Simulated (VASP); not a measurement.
Input of a VASP 6.6.1 run:

INCAR

```
  ALGO = Fast
  EDIFF = 1E-6
  ENCUT = 520
  GGA = PE
  ISIF = 2
  ISMEAR = 0
  ISPIN = 2
  LASPH = T
  LCHARG = T
  LELF = T
  LMAXMIX = 4
  LORBIT = 11
  LREAL = F
  LVHAR = T
  LWAVE = F
  MAGMOM = 0 1
  NBANDS = 20
  NELM = 150
  PREC = Accurate
  SIGMA = 0.1
```

The input KPOINTS:

```
k-points
0
Gamma
  6 6 4
```

The input POSCAR:

```
KOs
1.0
    2.7693506851      0.0000000000      0.0000000000
   -1.3846753425      2.3983280453      0.0000000000
    0.0000000000      0.0000000000      5.8111348777
K Os
1 1
Direct
    0.3333333333      0.6666666667      0.5000000000
    0.0000000000      0.0000000000      0.0000000000
```

Potentials or basis: VASP PAW PBE potentials, release 64 (K_sv, Os).

Command:

```bash
$ cat potpaw_PBE.64/K_sv/POTCAR potpaw_PBE.64/Os/POTCAR > POTCAR
$ mpirun -np 1 vasp_std > vasp.out
```

Question: Predict the net moment.

Answer: 0.00 μB per cell.

Question: Estimate the pressure.

Answer: 0.2 GPa.

Stress tensor (GPa, compression positive):
```
0.24 0.00 0.00
0.00 0.24 0.00
0.00 0.00 0.12
```

Caveat: the k points lie up to 0.44 Å⁻¹ apart.
